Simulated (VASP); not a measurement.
A run of VASP 6.6.1 is set up as follows.

Contents of INCAR:

```
  PREC = Accurate
  ENCUT = 600
  EDIFF = 1E-6
  ISMEAR = 0
  SIGMA = 0.15
  LREAL = False
  LASPH = True
  NELM = 120
  ALGO = Normal
  ISIF = 2
  LWAVE = False
  LCHARG = False
  GGA = PE
  NBANDS = 26
  GGA_COMPAT = False
```

Contents of KPOINTS:

```
regular mesh
0
Gamma
  3 3 3
```

Contents of POSCAR:

```
Be4TeSe3
1.0
    5.3037861033      0.0000000000      0.0000000000
    0.0000000000      5.3037861033      0.0000000000
    0.0000000000      0.0000000000      5.3037861033
Be Te Se
4 1 3
Direct
    0.7398284192      0.2601715808      0.7398284192
    0.2601715808      0.7398284192      0.7398284192
    0.7398284192      0.7398284192      0.2601715808
    0.2601715808      0.2601715808      0.2601715808
    0.0000000000      0.0000000000      0.0000000000
    0.5000000000      0.0000000000      0.5000000000
    0.0000000000      0.5000000000      0.5000000000
    0.5000000000      0.5000000000      0.0000000000
```

Potentials or basis: VASP PAW PBE potentials, release 64 (Be, Te, Se).

Command:

```bash
$ cat potpaw_PBE.64/Be/POTCAR potpaw_PBE.64/Te/POTCAR potpaw_PBE.64/Se/POTCAR > POTCAR
$ mpirun -np 1 vasp_std > vasp.out
```

Question: Predict the pressure.

Answer: 0.2 GPa.

Question: Predict the band gap on the k mesh.

Answer: 2.03 eV, direct.

Question: Predict the largest force.

Answer: 0.036 eV/Å.

Forces on the atoms (eV/Å):
```
Be   0.021 -0.021  0.021
Be  -0.021  0.021  0.021
Be   0.021  0.021 -0.021
Be  -0.021 -0.021 -0.021
Te   0.000  0.000  0.000
Se   0.000  0.000  0.000
Se   0.000  0.000  0.000
Se   0.000  0.000  0.000
```

Caveat: spin-orbit coupling is left out, which moves the levels of the heavy elements.
